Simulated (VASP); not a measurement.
# Au (Fm-3m) in VASP: further runs

Au is run at these levels: r2SCAN; tasks: single point.

All numbers are computed with VASP 6.6.1; they aren't measurements. Logs are shortened: lines on timing, memory, paths and dates and some standing lists are left out, and cuts for length are marked.

### 1 The cell of the first run

It takes space group Fm-3m (No. 225, cubic). The conventional cell has a = 4.123 Å, b = 4.123 Å, c = 4.123 Å, α = 90.00°, β = 90.00°, γ = 90.00°. Au (site symmetry m-3m) has 12 Au at 2.92 Å within 3.8 Å.

### 2 Single point, r2SCAN

Contents of POSCAR:

```
Au
1.0
    0.0000000000      2.0615246536      2.0615246536
    2.0615246536      0.0000000000      2.0615246536
    2.0615246536      2.0615246536      0.0000000000
Au
1
Direct
    0.0000000000      0.0000000000      0.0000000000
```

Contents of INCAR.step1:

```
SYSTEM = Au
PREC = Accurate ; ENCUT = 520
ISMEAR = -1 ; SIGMA = 0.1
LREAL = .FALSE. ; LASPH = .TRUE.
NELM = 100 ; NBANDS = 12
GGA = PE ; ALGO = Normal
EDIFF = 1E-4 ; LWAVE = .TRUE.
LCHARG = .FALSE.
```

Contents of INCAR.step2:

```
SYSTEM = Au
PREC = Accurate ; ENCUT = 520
EDIFF = 1E-7 ; ISMEAR = -1
SIGMA = 0.1 ; LREAL = .FALSE.
LASPH = .TRUE. ; NELM = 100
ALGO = Normal ; ISIF = 2
LWAVE = .FALSE. ; LCHARG = .FALSE.
METAGGA = R2SCAN ; LMIXTAU = .TRUE.
NBANDS = 12 ; ISTART = 1
```

Contents of KPOINTS:

```
regular mesh
0
G
  13 13 13
  0 0 0
```

Potentials or basis: VASP PAW PBE potentials, release 64 (Au).

On the command line:

```bash
cat potpaw_PBE.64/Au/POTCAR > POTCAR
cp INCAR.step1 INCAR
mpirun -np 1 vasp_std > vasp.out
cp INCAR.step2 INCAR
mpirun -np 1 vasp_std > vasp.out
```

OUTCAR:

```text
SYSTEM = Au
   PREC = Accurate
   ENCUT = 520
   EDIFF = 1E-7
   ISMEAR = -1
   LREAL = .FALSE.
   LASPH = .TRUE.
   NELM = 100
   ISIF = 2
   METAGGA = R2SCAN
   ISTART = 1

 ion  position               nearest neighbor table
   1  0.000  0.000  0.000-

  LATTYP: Found a face centered cubic cell.
 ALAT       =     4.1230493072

  Lattice vectors:

 A1 = (   0.0000000000,   2.0615246536,   2.0615246536)
 A2 = (   2.0615246536,   0.0000000000,   2.0615246536)
 A3 = (   2.0615246536,   2.0615246536,   0.0000000000)

Analysis of symmetry for initial positions (statically):
=====================================================================
 Subroutine PRICEL returns:
 Original cell was already a primitive cell.

 Routine SETGRP: Setting up the symmetry group for a
 face centered cubic supercell.

 Subroutine GETGRP returns: Found 48 space group operations
 (whereof 48 operations were pure point group operations)
 out of a pool of 48 trial point group operations.

The static configuration has the point symmetry O_h .

Analysis of symmetry for dynamics (positions and initial velocities):
=====================================================================
 Subroutine PRICEL returns:
 Original cell was already a primitive cell.

 Routine SETGRP: Setting up the symmetry group for a
 face centered cubic supercell.

 Subroutine GETGRP returns: Found 48 space group operations
 (whereof 48 operations were pure point group operations)
 out of a pool of 48 trial point group operations.

The dynamic configuration has the point symmetry O_h .

 Subroutine INISYM returns: Found 48 space group operations
 (whereof 48 operations are pure point group operations),
 and found     1 'primitive' translations

----------------------------------------------------------------------------------------

                                     Primitive cell

  volume of cell :      17.5225

  direct lattice vectors                    reciprocal lattice vectors
     0.000000000  2.061524654  2.061524654    -0.242538938  0.242538938  0.242538938
     2.061524654  0.000000000  2.061524654     0.242538938 -0.242538938  0.242538938
     2.061524654  2.061524654  0.000000000     0.242538938  0.242538938 -0.242538938

  length of vectors
     2.915436124  2.915436124  2.915436124     0.420089763  0.420089763  0.420089763

[... 83 lines left out ...]
   NFREE  =      0    steps in history (QN), initial steepest desc. (CG)
   ISIF   =      2    stress and relaxation
   ISYM   =      2    0-nonsym 1-usesym 2-fastsym
   POTIM  = 0.5000    time-step for ionic-motion
   TEBEG  =    0.0;   TEEND  =   0.0 temperature during run
   PSTRESS=    0.0 pullay stress
   NELECT =      11.0000    total number of electrons
   NUPDOWN=      -1.0000    fix difference up-down
   EMIN   =  10.00;   EMAX   =-10.00  energy-range for DOS
   EFERMI =   0.00;   METHOD = LEGACY
   ISMEAR =    -1;   SIGMA  =   0.10  broadening in eV -4-tet -1-fermi 0-gaus
   EFERMI_NEDOS =   21; number of points for ismear=-14 and -15
   IALGO  =     38    algorithm
   IMIX   =      4    mixing-type and parameters
     AMIX     =   0.40;   BMIX     =  1.00
     AMIX_MAG =   1.60;   BMIX_MAG =  1.00
  volume/ion in A,a.u.               =      17.52       118.25
  Fermi-wavevector in a.u.,A,eV,Ry     =   1.401761  2.648944 26.734535  1.964933
  Thomas-Fermi vector in A             =   2.524590
   LORBIT       =      0    0 simple, 1 ext, 2 COOP (PROOUT), +10 PAW based schemes
   METAGGA = R2SCAN    functional components
   LHFCALC =     F    Hartree Fock is set to
   AEXX    =    0.0000 exact exchange contribution
   IVDW    =     0    specifies the selected vdW correction
   LEPSILON=     F    determine dielectric tensor
   LRPA    =     F    only Hartree local field effects (RPA)
 non-spin polarized calculation
  energy-cutoff  :      520.00
  volume of cell :       17.52
 maximum number of plane-waves:       495
 NGX is ok and might be reduce to    24
   NGX = 11   NGY = 11   NGZ = 11

 number of electron      11.0000001 magnetization

 Free energy of the ion-electron system (eV)
  ---------------------------------------------------
  ext. energy  EPLUGINS =         0.00000000
  ---------------------------------------------------
  free energy    TOTEN  =       -50.60080707 eV

  energy without entropy =      -50.59132917  energy(sigma->0) =      -50.59606812

 E-fermi :   8.9970     XC(G=0): -13.4344

 val. band max:        8.9652458036   @ k =  -0.4615   0.0769   0.0000
 cond. band min:       9.0444362865   @ k =   0.4615   0.3846   0.0000
 fundamental gap:      0.0791904828
 Fermi energy:         8.9969723148

 k-point     1 :       0.0000    0.0000    0.0000
  band No.  band energies     occupation
      1      -0.9216      2.00000
      2       4.0696      2.00000
      3       4.0696      2.00000
      4       4.0696      2.00000
      5       5.5277      2.00000
      6       5.5277      2.00000
      7      24.2203      0.00000
      8      28.1468      0.00000
      9      28.1468      0.00000
     10      28.1468      0.00000
     11      33.3319      0.00000
     12      37.4865      0.00000
[... 331 lines left out ...]
 k-point    24 :       0.4615    0.1538    0.0000
  band No.  band energies     occupation
      1       2.0584      2.00000
      2       3.7776      2.00000
      3       4.5661      2.00000
      4       4.6385      2.00000
      5       6.7528      2.00000
      6       8.5560      1.97598
      7      14.2519      0.00000
      8      23.6723      0.00000
      9      24.6703      0.00000
     10      25.6282      0.00000
     11      34.6434      0.00000
     12      35.4048      0.00000

 [... further k-points ...]

------------------------ aborting loop because EDIFF is reached ----------------------------------------

  FORCE on cell =-STRESS in cart. coord.  units (eV):
  Direction    XX          YY          ZZ          XY          YZ          ZX
  --------------------------------------------------------------------------------------
  -------------------------------------------------------------------------------------
  Total        0.0307940      0.0307940      0.0307940      0.0000000      0.0000000     -0.0000000
  in kB        2.8156663      2.8156663      2.8156663      0.0000000      0.0000000     -0.0000000
  external PRESSURE =       2.8156663 kB  Pullay stress =       0.0000000 kB

 VOLUME and BASIS-vectors are now :
 -----------------------------------------------------------------------------
  energy-cutoff  :      520.00
  volume of cell :       17.52
      direct lattice vectors                 reciprocal lattice vectors
     0.000000000  2.061524654  2.061524654    -0.242538938  0.242538938  0.242538938
     2.061524654  0.000000000  2.061524654     0.242538938 -0.242538938  0.242538938
     2.061524654  2.061524654  0.000000000     0.242538938  0.242538938 -0.242538938

 POSITION                                       TOTAL-FORCE (eV/Angst)
 -----------------------------------------------------------------------------------
      0.00000      0.00000      0.00000         0.000000      0.000000      0.000000
 -----------------------------------------------------------------------------------
    total drift:                               -0.000000      0.000000     -0.000000

  FREE ENERGIE OF THE ION-ELECTRON SYSTEM (eV)
  ---------------------------------------------------
  free  energy   TOTEN  =       -50.6008070673 eV

  energy  without entropy=      -50.5913291721  energy(sigma->0) =      -50.59606812
```

OUTCAR.step1:

```text
SYSTEM = Au
   PREC = Accurate
   ENCUT = 520
   ISMEAR = -1
   LREAL = .FALSE.
   LASPH = .TRUE.
[... 577 lines left out ...]
 -----------------------------------------------------------------------------------
      0.00000      0.00000      0.00000         0.000000      0.000000      0.000000
 -----------------------------------------------------------------------------------
    total drift:                               -0.000000      0.000000     -0.000000

  FREE ENERGIE OF THE ION-ELECTRON SYSTEM (eV)
  ---------------------------------------------------
  free  energy   TOTEN  =        -3.2221424731 eV

  energy  without entropy=       -3.2129182800  energy(sigma->0) =       -3.21753038
```

OSZICAR.step1:

```text
N       E                     dE             d eps       ncg     rms          rms(c)
DAV:   1     0.493322279566E+02    0.49332E+02   -0.55541E+03  2072   0.815E+02
DAV:   2    -0.278468971294E+01   -0.52117E+02   -0.49185E+02  2324   0.184E+02
DAV:   3    -0.348702339140E+01   -0.70233E+00   -0.70175E+00  2448   0.207E+01
DAV:   4    -0.348941356341E+01   -0.23902E-02   -0.23901E-02  2416   0.140E+00
DAV:   5    -0.348943178091E+01   -0.18217E-04   -0.18216E-04  2436   0.117E-01    0.859E+00
DAV:   6    -0.324143291674E+01    0.24800E+00   -0.67634E-01  2220   0.664E+00    0.553E+00
DAV:   7    -0.322417353554E+01    0.17259E-01   -0.60016E-02  2396   0.199E+00    0.271E+00
DAV:   8    -0.322215803116E+01    0.20155E-02   -0.14685E-03  2236   0.323E-01    0.258E-01
DAV:   9    -0.322214247306E+01    0.15558E-04   -0.86517E-06  1488   0.270E-02
   1 F= -.32221425E+01 E0= -.32175304E+01  d E =-.922419E-02
```

Run time: 26 s. Hardware: 1 thread of Intel Xeon 6975P-C (Granite Rapids), shared host; peak memory 0.15 GiB.

Results:

* Free energy: -50.6008 eV
* Pressure: 0.3 GPa

Levels at points of the mesh, in eV from the Fermi level:
| k point | band 3 | band 4 | band 5 | band 6 | band 7 | band 8 | band 9 | band 10 |
| --- | --- | --- | --- | --- | --- | --- | --- | --- |
| (0.00, 0.00, 0.00) | -4.93 | -4.93 | -3.47 | -3.47 | 15.22 | 19.15 | 19.15 | 19.15 |

Caveat: the PAW data sets were made with another functional, which shifts forces and pressure a little; spin-orbit coupling is left out, which moves the levels of the heavy elements.

### 3 Single point, r2SCAN

POSCAR is that of step 2.

Contents of INCAR.step1:

```
PREC = Accurate
ENCUT = 520
ISMEAR = -1
SIGMA = 0.1
LREAL = F
LASPH = T
NELM = 80
NBANDS = 12
GGA = PE
ALGO = Normal
EDIFF = 1E-4
LWAVE = T
LCHARG = F
```

Contents of INCAR.step2:

```
PREC = Accurate
ENCUT = 520
EDIFF = 1E-6
ISMEAR = -1
SIGMA = 0.1
LREAL = F
LASPH = T
NELM = 80
ALGO = Normal
ISIF = 2
LWAVE = F
LCHARG = F
METAGGA = R2SCAN
LMIXTAU = T
NBANDS = 12
ISTART = 1
```

Contents of KPOINTS:

```
Automatic mesh
0
Gamma
  13 13 13
```

Potentials or basis: VASP PAW PBE potentials, release 64 (Au).

On the command line:

```bash
cat potpaw_PBE.64/Au/POTCAR > POTCAR
cp INCAR.step1 INCAR
mpirun -np 1 vasp_std > vasp.out
cp INCAR.step2 INCAR
mpirun -np 1 vasp_std > vasp.out
```

It took 24 s on 1 thread of Intel Xeon 6975P-C (Granite Rapids), shared host; peak memory 0.15 GiB.

The run converged. Its results:

- Free energy: -50.6008 eV
- Pressure: 0.3 GPa

Levels at points of the mesh, in eV from the Fermi level:
```
           k point  band 3  band 4  band 5  band 6  band 7  band 8  band 9  band 10
(0.00, 0.00, 0.00)   -4.93   -4.93   -3.47   -3.47   15.22   19.15   19.15    19.15
```

Caveat: the PAW data sets were made with another functional, which shifts forces and pressure a little; spin-orbit coupling is left out, which moves the levels of the heavy elements.

### 4 Single point, r2SCAN

POSCAR is that of step 3.

Changes to INCAR.step1 since step 3:

```diff
@@ -3,6 +3,6 @@
 ISMEAR = -1
-SIGMA = 0.1
+SIGMA = 0.01
 LREAL = F
 LASPH = T
-NELM = 80
+NELM = 100
 NBANDS = 12
```

Contents of INCAR.step2:

```
PREC = Accurate
ENCUT = 520
EDIFF = 1E-6
ISMEAR = -1
SIGMA = 0.01
LREAL = F
LASPH = T
NELM = 100
ALGO = Normal
ISIF = 2
LWAVE = F
LCHARG = T
METAGGA = R2SCAN
LMIXTAU = T
LELF = T
LVHAR = T
NBANDS = 12
ISTART = 1
```

Contents of KPOINTS:

```
regular mesh
0
Gamma
  13 13 13
```

On the command line:

```bash
cat potpaw_PBE.64/Au/POTCAR > POTCAR
cp INCAR.step1 INCAR
mpirun -np 1 vasp_std > vasp.out
cp INCAR.step2 INCAR
mpirun -np 1 vasp_std > vasp.out
```

It took 26 s on 1 thread of Intel Xeon 6975P-C (Granite Rapids), shared host; peak memory 0.15 GiB.

The run converged. Its results:

```yaml
Free_energy: -50.5958 eV
Pressure: 0.1 GPa
```

Levels at points of the mesh, in eV from the Fermi level:
| k point | band 4 | band 5 | band 6 | band 7 | band 8 | band 9 |
| --- | --- | --- | --- | --- | --- | --- |
| (0.00, 0.00, 0.00) | -4.93 | -3.47 | -3.47 | 15.22 | 19.15 | 19.15 |

Caveat: the PAW data sets were made with another functional, which shifts forces and pressure a little; spin-orbit coupling is left out, which moves the levels of the heavy elements.
